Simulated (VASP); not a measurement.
# VH2 (I4/mmm) in VASP: notebook, part 3 of 3

VASP 6.6.1.

### Step 4. Single point, r2SCAN (biaxial strain in the a-b plane: -2.0 %)

Input file POSCAR:

```
VH2
1.0
    2.0518792734      2.0518792734      0.0000000000
   -2.0518792734      2.0518792734      0.0000000000
    0.0000000000      0.0000000000      4.2377588260
V H
2 4
Direct
    0.0000000000      0.0000000000      0.0000000000
    0.5000000000      0.5000000000      0.5000000000
    0.0000000000      0.5000000000      0.7500000000
    0.5000000000      0.0000000000      0.7500000000
    0.5000000000      0.0000000000      0.2500000000
    0.0000000000      0.5000000000      0.2500000000
```

Input file INCAR.step1:

```
SYSTEM = VH2
PREC     = Accurate       ! precision mode
ENCUT    = 520            ! plane-wave cutoff, eV
ISMEAR   = 0              ! smearing method
SIGMA    = 0.1            ! smearing width, eV
LREAL    = .False.        ! projectors in reciprocal space
LASPH    = .True.         ! aspherical terms in the spheres
NELM     = 60             ! most SCF steps
NBANDS   = 24             ! bands
GGA      = PE             ! functional
ALGO     = Normal         ! electronic algorithm
EDIFF    = 1E-4           ! SCF threshold, eV
LWAVE    = .True.         ! write WAVECAR
LCHARG   = .False.        ! write CHGCAR
```

Input file INCAR.step2:

```
SYSTEM = VH2
PREC     = Accurate       ! precision mode
ENCUT    = 520            ! plane-wave cutoff, eV
EDIFF    = 1E-6           ! SCF threshold, eV
ISMEAR   = 0              ! smearing method
SIGMA    = 0.1            ! smearing width, eV
LREAL    = .False.        ! projectors in reciprocal space
LASPH    = .True.         ! aspherical terms in the spheres
NELM     = 60             ! most SCF steps
ALGO     = Normal         ! electronic algorithm
ISIF     = 2              ! what is computed and relaxed
LWAVE    = .False.        ! write WAVECAR
LCHARG   = .True.         ! write CHGCAR
METAGGA  = R2SCAN         ! meta-GGA
LMIXTAU  = .True.       
LELF     = .True.         ! ELF
LVHAR    = .True.       
NBANDS   = 24             ! bands
ISTART   = 1
```

Input file KPOINTS:

```
regular mesh
0
Gamma
  12 12 8
  0 0 0
```

Potentials or basis: VASP PAW PBE potentials, release 64 (V_sv, H).

Started as:

```
> cat potpaw_PBE.64/V_sv/POTCAR potpaw_PBE.64/H/POTCAR > POTCAR
> cp INCAR.step1 INCAR
> mpirun -np 1 vasp_std > vasp.out
> cp INCAR.step2 INCAR
> mpirun -np 1 vasp_std > vasp.out
```

OUTCAR:

```text
SYSTEM = VH2
   PREC = Accurate
   ENCUT = 520
   EDIFF = 1E-6
   ISMEAR = 0
   LREAL = .False.
   LASPH = .True.
   NELM = 60
   ISIF = 2
   METAGGA = R2SCAN
   ISTART = 1

 ion  position               nearest neighbor table
   1  0.000  0.000  0.000-   3 1.80   4 1.80   5 1.80   6 1.80   3 1.80   6 1.80   4 1.80   5 1.80

   2  0.500  0.500  0.500-   3 1.80   4 1.80   5 1.80   6 1.80   4 1.80   5 1.80   3 1.80   6 1.80

   3  0.000  0.500  0.750-   1 1.80   2 1.80   1 1.80   2 1.80
   4  0.500  0.000  0.750-   1 1.80   2 1.80   2 1.80   1 1.80
   5  0.500  0.000  0.250-   1 1.80   2 1.80   2 1.80   1 1.80
   6  0.000  0.500  0.250-   1 1.80   2 1.80   1 1.80   2 1.80

  LATTYP: Found a simple tetragonal cell.
 ALAT       =     2.9017954968
 C/A-ratio  =     1.4603919645

  Lattice vectors:

 A1 = (   2.0518792734,   2.0518792734,   0.0000000000)
 A2 = (  -2.0518792734,   2.0518792734,   0.0000000000)
 A3 = (   0.0000000000,   0.0000000000,   4.2377588260)

Analysis of symmetry for initial positions (statically):
[... 194 lines left out ...]
  free energy    TOTEN  =       -43.44499849 eV

  energy without entropy =      -43.43166651  energy(sigma->0) =      -43.43833250

 E-fermi :   9.1617     XC(G=0): -13.5210

 val. band max:        9.1420287874   @ k =   0.2500   0.2500   0.0000
 cond. band min:       9.1683541093   @ k =   0.0833   0.0000   0.5000
 fundamental gap:      0.0263253219
 Fermi energy:         9.1617376772

 k-point     1 :       0.0000    0.0000    0.0000
  band No.  band energies     occupation
      1     -58.0614      2.00000
      2     -57.9710      2.00000
      3     -31.0491      2.00000
      4     -30.7203      2.00000
      5     -30.7203      2.00000
      6     -30.5965      2.00000
[... 637 lines left out ...]
     23      16.8626      0.00000
     24      17.5253      0.00000

 [... further k-points ...]
[... 5 lines left out ...]
  --------------------------------------------------------------------------------------
  -------------------------------------------------------------------------------------
  Total        1.8189419      1.8189419      0.4006545      0.0000000      0.0000000      0.0000000
  in kB       81.6694388     81.6694388     17.9891535      0.0000000      0.0000000      0.0000000
  external PRESSURE =      60.4426770 kB  Pullay stress =       0.0000000 kB

 VOLUME and BASIS-vectors are now :
 -----------------------------------------------------------------------------
  energy-cutoff  :      520.00
  volume of cell :       35.68
      direct lattice vectors                 reciprocal lattice vectors
     2.051879273  2.051879273  0.000000000     0.243679054  0.243679054  0.000000000
    -2.051879273  2.051879273  0.000000000    -0.243679054  0.243679054  0.000000000
     0.000000000  0.000000000  4.237758826     0.000000000  0.000000000  0.235973787

 POSITION                                       TOTAL-FORCE (eV/Angst)
 -----------------------------------------------------------------------------------
      0.00000      0.00000      0.00000         0.000000     -0.000000      0.000000
      0.00000      2.05188      2.11888        -0.000000     -0.000000      0.000000
     -1.02594      1.02594      3.17832         0.000000      0.000000     -0.000000
      1.02594      1.02594      3.17832         0.000000      0.000000     -0.000000
      1.02594      1.02594      1.05944         0.000000      0.000000     -0.000000
     -1.02594      1.02594      1.05944         0.000000      0.000000     -0.000000
 -----------------------------------------------------------------------------------
    total drift:                               -0.000000      0.000000     -0.000000

  FREE ENERGIE OF THE ION-ELECTRON SYSTEM (eV)
  ---------------------------------------------------
  free  energy   TOTEN  =       -43.4449984926 eV

  energy  without entropy=      -43.4316665052  energy(sigma->0) =      -43.43833250
```

OUTCAR.step1:

```text
SYSTEM = VH2
   PREC = Accurate
   ENCUT = 520
   ISMEAR = 0
   LREAL = .False.
   LASPH = .True.
   NELM = 60
[... 903 lines left out ...]
      1.02594      1.02594      3.17832        -0.000000      0.000000     -0.000000
      1.02594      1.02594      1.05944        -0.000000      0.000000     -0.000000
     -1.02594      1.02594      1.05944        -0.000000      0.000000     -0.000000
 -----------------------------------------------------------------------------------
    total drift:                               -0.000000      0.000000     -0.000000

  FREE ENERGIE OF THE ION-ELECTRON SYSTEM (eV)
  ---------------------------------------------------
  free  energy   TOTEN  =       -32.7276291900 eV

  energy  without entropy=      -32.7136822521  energy(sigma->0) =      -32.72065572
```

OSZICAR.step1:

```text
N       E                     dE             d eps       ncg     rms          rms(c)
DAV:   1     0.321461144935E+03    0.32146E+03   -0.16449E+04  6728   0.140E+03
DAV:   2    -0.269287175676E+02   -0.34839E+03   -0.33604E+03  6864   0.447E+02
DAV:   3    -0.377376056756E+02   -0.10809E+02   -0.10682E+02  8232   0.903E+01
DAV:   4    -0.378177742023E+02   -0.80169E-01   -0.80139E-01  7096   0.843E+00
DAV:   5    -0.378187262572E+02   -0.95205E-03   -0.95201E-03  8224   0.891E-01    0.377E+01
DAV:   6    -0.328727983689E+02    0.49459E+01   -0.16995E+01  7408   0.423E+01    0.437E+00
DAV:   7    -0.327712513915E+02    0.10155E+00   -0.84207E-01  7056   0.766E+00    0.438E+00
DAV:   8    -0.327270011065E+02    0.44250E-01   -0.54918E-02  7648   0.200E+00    0.112E+00
DAV:   9    -0.327275885939E+02   -0.58749E-03   -0.30366E-03  8112   0.552E-01    0.517E-01
DAV:  10    -0.327276291900E+02   -0.40596E-04   -0.15484E-04  5984   0.123E-01
   1 F= -.32727629E+02 E0= -.32720656E+02  d E =-.139469E-01
```

It took 1.9 min on 1 thread of Intel Xeon 6975P-C (Granite Rapids), shared host; peak memory 0.22 GiB.

What came out:

```
Free energy            : -43.4450 eV
Pressure               : 6.0 GPa
Band gap on the k mesh : zero (bands 15 and 16 overlap by 2.74 eV)
```

Stress tensor (GPa, compression positive):
```
8.17 0.00 0.00
0.00 8.17 0.00
0.00 0.00 1.80
```

Levels at points of the mesh, in eV from the Fermi level:
```
           k point  band 13  band 14  band 15  band 16  band 17  band 18
(0.00, 0.00, 0.00)    -1.23    -1.02    -1.02     0.70     0.91     0.99
(0.50, 0.00, 0.00)    -1.72    -1.72     0.16     0.16     0.48     0.48
(0.50, 0.50, 0.00)    -4.03    -4.03     1.76     1.76     1.79     1.79
(0.00, 0.00, 0.50)    -1.06    -1.06     0.07     0.07     0.07     0.07
(0.50, 0.00, 0.50)    -1.09    -1.09    -0.81    -0.81     1.68     1.68
(0.50, 0.50, 0.50)    -3.04    -3.04     0.29     0.29     1.96     1.96
```

Caveat: the cell differs from its parent crystal (biaxial strain in the a-b plane: -2.0 %); the stress differs along the axes, from 2 to 8 GPa; the PAW data sets were made with another functional, which shifts forces and pressure a little.

### Step 5. The runs side by side

| cell | gap on the mesh (eV) | pressure (GPa) |
| --- | --- | --- |
| a = 2.872, b = 2.872, c = 4.263 Å, 6 atoms | none | 9.2 |
| a = 2.872, b = 2.872, c = 4.292 Å, 6 atoms | none | 7.7 |
| a = 2.902, b = 2.902, c = 4.238 Å, 6 atoms | none | 6.0 |

Alike in all rows: task single point; level r2SCAN; potentials or basis VASP PAW PBE potentials, release 64 (V_sv, H); no spin polarisation; k mesh 12 × 12 × 8; cutoff (eV) 520; smearing gaussian 0.1 eV.

Caveats: the PAW data sets were made with another functional, which shifts forces and pressure a little; the stress differs along the axes, from 3 to 12 GPa (at least some runs); the stress differs along the axes, from 0 to 11 GPa (at least some runs); the stress differs along the axes, from 2 to 8 GPa (at least some runs).

Total energies depend on the potentials used, so only differences within one code and one set of settings carry meaning.

The gap in the log of VASP goes by the Fermi energy; the results here count the filled bands.